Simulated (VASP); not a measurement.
Set up this calculation in VASP 6.6.1, as the native input.

- Task: single point
- Functional: PBEsol
- Potentials or basis: VASP PAW PBE potentials, release 64 (Zn)
- Cutoff: 520 eV
- k mesh: 16 × 16 × 16
- Occupations: gaussian, width 0.1 eV
- Spin: no spin polarisation
- Dipole correction: no
- Further INCAR settings: ALGO = Fast; EDIFF = 1e-06; NBANDS = 12

The structure of Zn lies in POSCAR:

```
Zn
1.0
   -1.6307786060      1.6050620895      1.6138330064
    1.5993978660     -1.6266834194      1.6040735962
    1.6418560072      1.6377608206     -1.6354543362
Zn
1
Direct
    0.0000000000      0.0000000000      0.0000000000
```

This cell differs from its parent crystal: the cell strained at random.

These files were run (other wordings do the same):

INCAR

```
SYSTEM = Zn
ALGO = Fast ; EDIFF = 1E-6
ENCUT = 520 ; GGA = PS
ISIF = 2 ; ISMEAR = 0
LASPH = .True. ; LCHARG = .False.
LREAL = .False. ; LWAVE = .False.
NBANDS = 12 ; NELM = 100
PREC = Accurate ; SIGMA = 0.1
```

KPOINTS

```
k-points
0
Gamma
  16 16 16
  0 0 0
```

Potentials or basis: VASP PAW PBE potentials, release 64 (Zn).

The run is started by

```sh
$ cat potpaw_PBE.64/Zn/POTCAR > POTCAR
$ mpirun -np 1 vasp_std > vasp.out
```

Results of the run:

| Item | Value |
| --- | --- |
| Pressure | -8.5 GPa |
| Band gap on the k mesh | zero (band 6 reaches 6.22 eV, above the bottom of band 7 at 0.99 eV) |

Caveat: the cell differs from its parent crystal (the cell strained at random); the PAW data sets were made with another functional, which shifts forces and pressure a little.

Run time: 2.9 min on 1 thread of Intel Xeon 6975P-C, on a shared host, peak memory 0.48 GiB.
